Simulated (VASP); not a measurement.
A run of VASP 6.6.1:

POSCAR

```
Cd2S
1.0
    3.9626700490      0.0000000000      0.0000000000
   -1.9813350245      3.4317729293      0.0000000000
    0.0000000000      0.0000000000      5.8091920000
Cd S
2 1
Direct
    0.3333333333      0.6666666667      0.9327170000
    0.6666666667      0.3333333333      0.5787350000
    0.3333333333      0.6666666667      0.3657050000
```

INCAR.step1

```
SYSTEM = Cd2S
PREC = Accurate
ENCUT = 520
EDIFF = 1E-5
ISMEAR = -1
SIGMA = 0.05
LREAL = .False.
LASPH = .True.
NELM = 60
ALGO = Normal
ISIF = 2
LWAVE = .True.
GGA = PE
NBANDS = 22
```

Contents of INCAR.step2:

```
SYSTEM = Cd2S
PREC = Accurate
ENCUT = 520
EDIFF = 1E-6
ISMEAR = -1
SIGMA = 0.05
LREAL = .False.
LASPH = .True.
NELM = 60
ALGO = Normal
ISIF = 2
LWAVE = .False.
LCHARG = .True.
GGA = PE
LHFCALC = .True.
AEXX = 0.3
HFSCREEN = 0.2
PRECFOCK = Normal
LELF = .True.
LVHAR = .True.
ISTART = 1
NBANDS = 22
```

File KPOINTS:

```
Automatic mesh
0
Gamma
  4 4 3
  0 0 0
```

Potentials or basis: VASP PAW PBE potentials, release 64 (Cd, S).

Launch:

```console
$ cat potpaw_PBE.64/Cd/POTCAR potpaw_PBE.64/S/POTCAR > POTCAR
$ cp INCAR.step1 INCAR
$ mpirun -np 1 vasp_std > vasp.out
$ cp INCAR.step2 INCAR
$ mpirun -np 1 vasp_std > vasp.out
```

Hardware: 1 thread of Intel Xeon 6975P-C, with other jobs on the host.

Task: How long does it take, and how much memory?

Result: It took 28 min on 1 thread of Intel Xeon 6975P-C, with other jobs on the host, peak memory 0.32 GiB. Counts: k points 9.
